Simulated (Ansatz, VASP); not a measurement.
## One calculation of Ga3Sb, two programs

```
Ga Sb
1.0
     5.06862    0.00000    0.00000
    -2.53431    4.38955    0.00000
     0.00000    0.00000    4.62568
Ga Sb
3 1
Direct
  0.50000 0.00000 0.24478
  0.00000 0.50000 0.24478
  0.50000 0.50000 0.24478
  0.00000 0.00000 0.14041
```

Alike in both runs: task single point; functional PBE; k mesh 6 × 6 × 4; occupations gaussian, width 0.1 eV; no spin polarisation.

|  | VASP | Ansatz |
| --- | --- | --- |
| version | VASP 6.6.1 | Ansatz 0.2.0 |
| potentials or method | VASP PAW PBE potentials, release 64 (Ga_d, Sb), cutoff 520 eV | scalar-relativistic, plane waves, PAW |
| valence electrons in the cell | 44 | 54 |

```tsv
	VASP	Ansatz	Ansatz less VASP
gap on the k mesh at the Fermi level (eV)	none	none	-
pressure (GPa)	18.9	18.7	-0.19
traceless stress, the component that is largest in VASP (GPa)	-19.05	-18.84	+0.214
rms of the force components (eV/Å)	0.550	0.543	-0.0071
```

Atom by atom the forces differ by 0.007 eV/Å (rms over components). A gap of «none» marks a metal or a gap that the smearing closes. With one functional, cell and mesh, what is left measures potentials, basis and numerics. VASP's potentials hold 44 valence electrons a cell and Ansatz's 54, so a difference there can come from the potentials and not from the codes.

Spin-orbit coupling is off throughout.
